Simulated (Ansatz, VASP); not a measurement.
TiAl in VASP and in Ansatz

```xyz
2
Lattice="2.8112 0.0000 0.0000 0.0000 2.8112 0.0000 0.0000 0.0000 4.0619" Properties=species:S:1:pos:R:3 pbc="T T T"
Ti    1.4056    1.4056    2.0310
Al    0.0000    0.0000    0.0000
```

Alike in both runs: functional r2SCAN; k mesh 20 × 20 × 14; occupations gaussian, width 0.1 eV; no spin polarisation.

Ansatz relaxed the structure, and its values are those at the end. VASP's run is a single point on that final structure, the one shown.

|  | VASP | Ansatz |
| --- | --- | --- |
| version | VASP 6.6.1 | Ansatz 0.2.0 |
| potentials or method | VASP PAW PBE potentials, release 64 (Ti_sv, Al), cutoff 520 eV | scalar-relativistic, plane waves, PAW |
| valence electrons in the cell | 15 | 15 |

|  | VASP | Ansatz | Ansatz less VASP |
| --- | --- | --- | --- |
| gap on the k mesh at the Fermi level (eV) | none | none | - |
| pressure (GPa) | 0.2 | 0.0 | -0.11 |

VASP's potentials were made for PBE, not for r2SCAN. A gap of «none» marks a metal or a gap that the smearing closes. The functional is the same, so the differences come from potentials, cutoffs and numerics.
